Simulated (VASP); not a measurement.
# Sb (Im-3m) in VASP: single point with PBE

Aim: the single point of Sb with PBE.

All numbers are computed with VASP 6.6.1; they aren't measurements. Logs are shortened: lines on timing, memory, paths and dates and some standing lists are left out, and cuts for length are marked.

### 1 The cell of the first run

It takes space group Im-3m (No. 229, cubic). The conventional cell has a = 3.450 Å, b = 3.450 Å, c = 3.450 Å, α = 90.00°, β = 90.00°, γ = 90.00°. Sb (site symmetry m-3m) has 14 Sb at 2.99 to 3.45 Å within 3.9 Å.

### 2 Single point, PBE

File INCAR:

```
ALGO = Normal
EDIFF = 1E-6
ENCUT = 520
GGA = PE
ISIF = 2
ISMEAR = 0
LASPH = True
LCHARG = False
LREAL = False
LWAVE = False
NBANDS = 8
NELM = 80
PREC = Accurate
SIGMA = 0.1
```

File KPOINTS:

```
k-points
0
Gamma
  10 10 10
```

File POSCAR:

```
Sb
1.0
   -1.7250000000      1.7250000000      1.7250000000
    1.7250000000     -1.7250000000      1.7250000000
    1.7250000000      1.7250000000     -1.7250000000
Sb
1
Direct
    0.0000000000      0.0000000000      0.0000000000
```

Potentials or basis: VASP PAW PBE potentials, release 64 (Sb).

Launch:

```
> cat potpaw_PBE.64/Sb/POTCAR > POTCAR
> mpirun -np 1 vasp_std > vasp.out
```

OUTCAR:

```text
EDIFF = 1E-6
   ENCUT = 520
   GGA = PE
   ISIF = 2
   ISMEAR = 0
   LASPH = True
   LREAL = False
   NELM = 80
   PREC = Accurate

 ion  position               nearest neighbor table
   1  0.000  0.000  0.000-

  LATTYP: Found a body centered cubic cell.
 ALAT       =     3.4500000000

  Lattice vectors:

 A1 = (  -1.7250000000,   1.7250000000,   1.7250000000)
 A2 = (   1.7250000000,  -1.7250000000,   1.7250000000)
 A3 = (   1.7250000000,   1.7250000000,  -1.7250000000)

Analysis of symmetry for initial positions (statically):
=====================================================================
 Subroutine PRICEL returns:
 Original cell was already a primitive cell.

 Routine SETGRP: Setting up the symmetry group for a
 body centered cubic supercell.

 Subroutine GETGRP returns: Found 48 space group operations
 (whereof 48 operations were pure point group operations)
 out of a pool of 48 trial point group operations.

The static configuration has the point symmetry O_h .

Analysis of symmetry for dynamics (positions and initial velocities):
=====================================================================
 Subroutine PRICEL returns:
 Original cell was already a primitive cell.

 Routine SETGRP: Setting up the symmetry group for a
 body centered cubic supercell.

 Subroutine GETGRP returns: Found 48 space group operations
 (whereof 48 operations were pure point group operations)
 out of a pool of 48 trial point group operations.

The dynamic configuration has the point symmetry O_h .

 Subroutine INISYM returns: Found 48 space group operations
 (whereof 48 operations are pure point group operations),
 and found     1 'primitive' translations

----------------------------------------------------------------------------------------

                                     Primitive cell

  volume of cell :      20.5318

  direct lattice vectors                    reciprocal lattice vectors
    -1.725000000  1.725000000  1.725000000     0.000000000  0.289855072  0.289855072
     1.725000000 -1.725000000  1.725000000     0.289855072  0.000000000  0.289855072
     1.725000000  1.725000000 -1.725000000     0.289855072  0.289855072  0.000000000

  length of vectors
     2.987787643  2.987787643  2.987787643     0.409916975  0.409916975  0.409916975

  position of ions in fractional coordinates (direct lattice)
     0.000000000  0.000000000  0.000000000

  ion indices of the primitive-cell ions
[... 76 lines left out ...]
   EDIFFG = 0.1E-04   stopping-criterion for IOM
   NSW    =      0    number of steps for IOM
   IBRION =     -1    ionic relax: 0-MD 1-quasi-New 2-CG
   NFREE  =      0    steps in history (QN), initial steepest desc. (CG)
   ISIF   =      2    stress and relaxation
   ISYM   =      2    0-nonsym 1-usesym 2-fastsym
   POTIM  = 0.5000    time-step for ionic-motion
   TEBEG  =    0.0;   TEEND  =   0.0 temperature during run
   PSTRESS=    0.0 pullay stress
   NELECT =       5.0000    total number of electrons
   NUPDOWN=      -1.0000    fix difference up-down
   EMIN   =  10.00;   EMAX   =-10.00  energy-range for DOS
   EFERMI =   0.00;   METHOD = LEGACY
   ISMEAR =     0;   SIGMA  =   0.10  broadening in eV -4-tet -1-fermi 0-gaus
   EFERMI_NEDOS =   21; number of points for ismear=-14 and -15
   IALGO  =     38    algorithm
   IMIX   =      4    mixing-type and parameters
     AMIX     =   0.40;   BMIX     =  1.00
     AMIX_MAG =   1.60;   BMIX_MAG =  1.00
  volume/ion in A,a.u.               =      20.53       138.56
  Fermi-wavevector in a.u.,A,eV,Ry     =   1.022325  1.931915 14.220113  1.045149
  Thomas-Fermi vector in A             =   2.155998
   LORBIT       =      0    0 simple, 1 ext, 2 COOP (PROOUT), +10 PAW based schemes
   GGA     = PE    functional components
   LHFCALC =     F    Hartree Fock is set to
   AEXX    =    0.0000 exact exchange contribution
   IVDW    =     0    specifies the selected vdW correction
   LEPSILON=     F    determine dielectric tensor
   LRPA    =     F    only Hartree local field effects (RPA)
 non-spin polarized calculation
 Gauss-broadening in eV      SIGMA  =   0.10
  energy-cutoff  :      520.00
  volume of cell :       20.53
 maximum number of plane-waves:       586
 NGX is ok and might be reduce to    24
   NGX = 11   NGY = 11   NGZ = 11

 number of electron       5.0000000 magnetization

 Free energy of the ion-electron system (eV)
  ---------------------------------------------------
  ext. energy  EPLUGINS =         0.00000000
  ---------------------------------------------------
  free energy    TOTEN  =        -3.35839840 eV

  energy without entropy =       -3.35228190  energy(sigma->0) =       -3.35534015

 E-fermi :  12.4906     XC(G=0): -11.4593

 val. band max:       12.4753275785   @ k =  -0.2000   0.3000   0.1000
 cond. band min:      12.6087535285   @ k =  -0.4000   0.4000   0.2000
 fundamental gap:      0.1334259500
 Fermi energy:        12.4906493835

 k-point     1 :       0.0000    0.0000    0.0000
  band No.  band energies     occupation
      1      -2.8493      2.00000
      2      20.4440      0.00000
      3      20.4440      0.00000
      4      20.4440      0.00000
      5      24.1336      0.00000
      6      24.1336      0.00000
      7      24.1336      0.00000
      8      24.3734      0.00000
[... 243 lines left out ...]
 k-point    24 :      -0.3000    0.3000    0.1000
  band No.  band energies     occupation
      1      -0.1781      2.00000
      2      10.7713      2.00000
      3      15.1172      0.00000
      4      16.7868      0.00000
      5      21.0264      0.00000
      6      21.7476      0.00000
      7      23.1848      0.00000
      8      29.0538      0.00000

 [... further k-points ...]

------------------------ aborting loop because EDIFF is reached ----------------------------------------

  FORCE on cell =-STRESS in cart. coord.  units (eV):
  Direction    XX          YY          ZZ          XY          YZ          ZX
  --------------------------------------------------------------------------------------
  -------------------------------------------------------------------------------------
  Total        4.1765563      4.1765563      4.1765563      0.0000000      0.0000000      0.0000000
  in kB      325.9129585    325.9129585    325.9129585      0.0000000      0.0000000      0.0000000
  external PRESSURE =     325.9129585 kB  Pullay stress =       0.0000000 kB

 VOLUME and BASIS-vectors are now :
 -----------------------------------------------------------------------------
  energy-cutoff  :      520.00
  volume of cell :       20.53
      direct lattice vectors                 reciprocal lattice vectors
    -1.725000000  1.725000000  1.725000000     0.000000000  0.289855072  0.289855072
     1.725000000 -1.725000000  1.725000000     0.289855072  0.000000000  0.289855072
     1.725000000  1.725000000 -1.725000000     0.289855072  0.289855072  0.000000000

 POSITION                                       TOTAL-FORCE (eV/Angst)
 -----------------------------------------------------------------------------------
      0.00000      0.00000      0.00000        -0.000000      0.000000      0.000000
 -----------------------------------------------------------------------------------
    total drift:                                0.000000     -0.000000     -0.000000

  FREE ENERGIE OF THE ION-ELECTRON SYSTEM (eV)
  ---------------------------------------------------
  free  energy   TOTEN  =        -3.3583984012 eV

  energy  without entropy=       -3.3522818984  energy(sigma->0) =       -3.35534015
```

Wall time 2.6 s (1 thread of Intel Xeon 6975P-C (Granite Rapids), shared host); peak memory 0.13 GiB.

What came out:

```yaml
Free_energy: -3.3584 eV
Pressure: 32.6 GPa
```

Caveat: spin-orbit coupling is left out, which moves the levels of the heavy elements.
